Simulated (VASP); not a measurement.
# Sr2Sb3P (P-3m1) in VASP: settings compared, part 2 of 3

VASP 6.6.1.

## 3. Single point, r2SCAN+rVV10

This run uses another cell than the first one, of 31.61 Å³/atom.

Contents of POSCAR:

```
Sr2Sb3P
1.0
    4.2569218161      0.0000000000      0.0000000000
   -2.1284609080      3.6866024346      0.0000000000
    0.0000000000      0.0000000000     12.0855111452
Sr Sb P
2 3 1
Direct
    0.6666666667      0.3333333333      0.3637082869
    0.3333333333      0.6666666667      0.6362917131
    0.6666666667      0.3333333333      0.8522728204
    0.3333333333      0.6666666667      0.1477271796
    0.0000000000      0.0000000000      0.0000000000
    0.0000000000      0.0000000000      0.5000000000
```

Contents of INCAR.step1:

```
PREC = Accurate ; ENCUT = 520
ISMEAR = -1 ; SIGMA = 0.03
LREAL = False ; LASPH = True
NELM = 80 ; NBANDS = 29
GGA = PE ; ALGO = Normal
EDIFF = 1E-4 ; LWAVE = True
LCHARG = False
```

Contents of INCAR.step2:

```
PREC = Accurate ; ENCUT = 520
EDIFF = 1E-6 ; ISMEAR = -1
SIGMA = 0.03 ; LREAL = False
LASPH = True ; NELM = 80
ALGO = Normal ; ISIF = 2
LWAVE = False ; LCHARG = False
METAGGA = R2SCAN ; LMIXTAU = True
LUSE_VDW = True ; IVDW_NL = 2
BPARAM = 11.95 ; CPARAM = 0.0093
NBANDS = 29 ; ISTART = 1
```

Contents of KPOINTS:

```
Automatic mesh
0
Gamma
  6 6 4
```

Potentials or basis: VASP PAW PBE potentials, release 64 (Sr_sv, Sb, P).

Started as:

```sh
$ cat potpaw_PBE.64/Sr_sv/POTCAR potpaw_PBE.64/Sb/POTCAR potpaw_PBE.64/P/POTCAR > POTCAR
$ cp INCAR.step1 INCAR
$ mpirun -np 1 vasp_std > vasp.out
$ cp INCAR.step2 INCAR
$ mpirun -np 1 vasp_std > vasp.out
```

OUTCAR:

```text
PREC = Accurate
   ENCUT = 520
   EDIFF = 1E-6
   ISMEAR = -1
   LREAL = False
   LASPH = True
   NELM = 80
   ISIF = 2
   METAGGA = R2SCAN
   IVDW_NL = 2
   BPARAM = 11.95
   ISTART = 1

 ion  position               nearest neighbor table
   1  0.667  0.333  0.364-   6 2.96   6 2.96   6 2.96   4 3.59   4 3.59   4 3.59   2 4.11   2 4.11
                             2 4.11
   2  0.333  0.667  0.636-   6 2.96   6 2.96   6 2.96   3 3.59   3 3.59   3 3.59   1 4.11   1 4.11
                             1 4.11
   3  0.667  0.333  0.852-   5 3.04   5 3.04   5 3.04   2 3.59   2 3.59   2 3.59
   4  0.333  0.667  0.148-   5 3.04   5 3.04   5 3.04   1 3.59   1 3.59   1 3.59
   5  0.000  0.000  0.000-   3 3.04   4 3.04   4 3.04   3 3.04   3 3.04   4 3.04
   6  0.000  0.000  0.500-   1 2.96   2 2.96   2 2.96   1 2.96   1 2.96   2 2.96

  LATTYP: Found a hexagonal cell.
 ALAT       =     4.2569218161
 C/A-ratio  =     2.8390258659

  Lattice vectors:

 A1 = (   4.2569218161,   0.0000000000,   0.0000000000)
 A2 = (  -2.1284609080,   3.6866024346,   0.0000000000)
 A3 = (   0.0000000000,   0.0000000000,  12.0855111452)

[... 183 lines left out ...]

 val. band max:        4.1393820329   @ k =   0.3333   0.1667   0.2500
 cond. band min:       4.1602492387   @ k =   0.3333   0.1667   0.0000
 fundamental gap:      0.0208672057
 Fermi energy:         4.1462907967

 k-point     1 :       0.0000    0.0000    0.0000
  band No.  band energies     occupation
      1     -31.5446      2.00000
      2     -31.5305      2.00000
      3     -13.1486      2.00000
      4     -12.9383      2.00000
      5     -12.9177      2.00000
      6     -12.9177      2.00000
[... 757 lines left out ...]
     28       9.4629      0.00000
     29      10.0632      0.00000

------------------------ aborting loop because EDIFF is reached ----------------------------------------

  FORCE on cell =-STRESS in cart. coord.  units (eV):
  Direction    XX          YY          ZZ          XY          YZ          ZX
  --------------------------------------------------------------------------------------
  -------------------------------------------------------------------------------------
  Total        0.2268244      0.2268244      0.2739194      0.0000000      0.0000000      0.0000000
  in kB        1.9160787      1.9160787      2.3139097      0.0000000      0.0000000      0.0000000
  external PRESSURE =       2.0486890 kB  Pullay stress =       0.0000000 kB

 VOLUME and BASIS-vectors are now :
 -----------------------------------------------------------------------------
  energy-cutoff  :      520.00
  volume of cell :      189.66
      direct lattice vectors                 reciprocal lattice vectors
     4.256921816  0.000000000  0.000000000     0.234911526  0.135626233  0.000000000
    -2.128460908  3.686602435  0.000000000     0.000000000  0.271252466  0.000000000
     0.000000000  0.000000000 12.085511145     0.000000000  0.000000000  0.082743708

 POSITION                                       TOTAL-FORCE (eV/Angst)
 -----------------------------------------------------------------------------------
      2.12846      1.22887      4.39560         0.000000     -0.000000     -0.009896
     -0.00000      2.45773      7.68991        -0.000000      0.000000      0.009896
      2.12846      1.22887     10.30015         0.000000      0.000000     -0.021541
     -0.00000      2.45773      1.78536         0.000000     -0.000000      0.021541
      0.00000      0.00000      0.00000         0.000000      0.000000      0.000000
      0.00000      0.00000      6.04276         0.000000      0.000000      0.000000
 -----------------------------------------------------------------------------------
    total drift:                               -0.000000      0.000000      0.000000

  FREE ENERGIE OF THE ION-ELECTRON SYSTEM (eV)
  ---------------------------------------------------
  free  energy   TOTEN  =      -119.0341162323 eV

  energy  without entropy=     -119.0184569511  energy(sigma->0) =     -119.02628659
```

OSZICAR.step1:

```text
N       E                     dE             d eps       ncg     rms          rms(c)
DAV:   1     0.237297210374E+03    0.23730E+03   -0.16285E+04  1392   0.115E+03
DAV:   2    -0.259846105502E+01   -0.23990E+03   -0.23375E+03  1584   0.248E+02
DAV:   3    -0.252047729505E+02   -0.22606E+02   -0.22399E+02  2137   0.660E+01
DAV:   4    -0.263026649545E+02   -0.10979E+01   -0.10934E+01  2096   0.130E+01
DAV:   5    -0.263477553296E+02   -0.45090E-01   -0.45075E-01  1982   0.214E+00    0.277E+01
DAV:   6    -0.244465877490E+02    0.19012E+01   -0.40187E+00  1704   0.676E+00    0.159E+01
DAV:   7    -0.248590792965E+02   -0.41249E+00   -0.81586E+00  1905   0.677E+00    0.465E+00
DAV:   8    -0.245144662639E+02    0.34461E+00   -0.75984E-01  1596   0.236E+00    0.311E+00
DAV:   9    -0.243944135348E+02    0.12005E+00   -0.63874E+00  1559   0.385E+00    0.143E+00
DAV:  10    -0.243267676695E+02    0.67646E-01   -0.21827E-01  1562   0.160E+00    0.119E+00
DAV:  11    -0.242982809300E+02    0.28487E-01   -0.44024E-02  1858   0.557E-01    0.832E-01
DAV:  12    -0.242841856694E+02    0.14095E-01   -0.10369E-02  1823   0.298E-01    0.597E-01
DAV:  13    -0.242616815742E+02    0.22504E-01   -0.10517E-01  1788   0.705E-01    0.292E-01
DAV:  14    -0.242623987386E+02   -0.71716E-03   -0.66870E-03  1630   0.254E-01    0.399E-01
DAV:  15    -0.242624041044E+02   -0.53658E-05   -0.16858E-04  1327   0.409E-02
   1 F= -.24262404E+02 E0= -.24255037E+02  d E =-.147348E-01
```

Wall time 9.1 min (1 thread of AMD EPYC 7R13 (Zen 3), shared host); peak memory 0.7 GiB.

What came out:

- Free energy: -119.0341 eV
- Pressure: 0.2 GPa
- Largest force: 0.022 eV/Å
- Band gap on the k mesh: zero (bands 20 and 21 overlap by 0.78 eV)

Forces on the atoms (eV/Å):
```
Sr   0.000  0.000 -0.010
Sr   0.000  0.000  0.010
Sb   0.000  0.000 -0.022
Sb   0.000  0.000  0.022
Sb   0.000  0.000  0.000
P    0.000  0.000  0.000
```

Caveat: the PAW data sets were made with another functional, which shifts forces and pressure a little; spin-orbit coupling is left out, which moves the levels of the heavy elements.

[end of part 2 of 3]

The gap in the log of VASP goes by the Fermi energy; the results here count the filled bands.